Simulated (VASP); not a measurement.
## In2O3: single point with PBE

In2O3:

```
In O
1.0
     2.70642    1.56255    4.77130
    -2.70642    1.56255    4.77130
     0.00000   -3.12511    4.77130
In O
4 6
Cartesian
  0.0000 0.0000 5.1307
  0.0000 0.0000 2.0263
  0.0000 0.0000 9.1832
  0.0000 0.0000 12.2876
  -1.1091 1.5626 8.3498
  -0.7987 -1.7418 8.3498
  1.9078 0.1792 8.3498
  1.1091 -1.5626 5.9641
  0.7987 1.7418 5.9641
  -1.9078 -0.1792 5.9641
```

```yaml
Program: VASP 6.6.1
Task: single point
Functional: PBE
Potentials_or_basis: VASP PAW PBE potentials, release 64 (In_d, O)
Cutoff: 520 eV
k_mesh: 7 × 7 × 7
Occupations: fermi-dirac, width 0.02 eV
Spin: no spin polarisation
Dipole_correction: no
Further_INCAR_settings: ALGO = Normal; EDIFF = 1e-06; NBANDS = 55
```

The pressure is 17.5 GPa and the largest force is 0.012 eV/Å. The band gap on the k mesh is 1.54 eV.

Forces in eV/Å, atoms in the order of the input:
```
In   0.000  0.000 -0.010
In   0.000  0.000  0.010
In   0.000  0.000  0.010
In   0.000  0.000 -0.010
O   -0.012  0.000  0.000
O    0.006 -0.011  0.000
O    0.006  0.011  0.000
O    0.012  0.000  0.000
O   -0.006  0.011  0.000
O   -0.006 -0.011  0.000
```

Stress tensor (GPa, compression positive):
```
18.70  0.00  0.00
 0.00 18.70  0.00
 0.00  0.00 14.98
```

Levels at points of the mesh, in eV from the valence-band top:
```
           k point  band 42  band 43  band 44  band 45  band 46  band 47
(0.00, 0.00, 0.00)    -0.30     0.00     0.00     1.54     5.69     6.65
```

Run time: 11 min on 1 thread of Intel Xeon 8259CL (shared host), peak memory 0.38 GiB.

Caveat: the cell stands under pressure; spin-orbit coupling is left out, which moves the levels of the heavy elements.
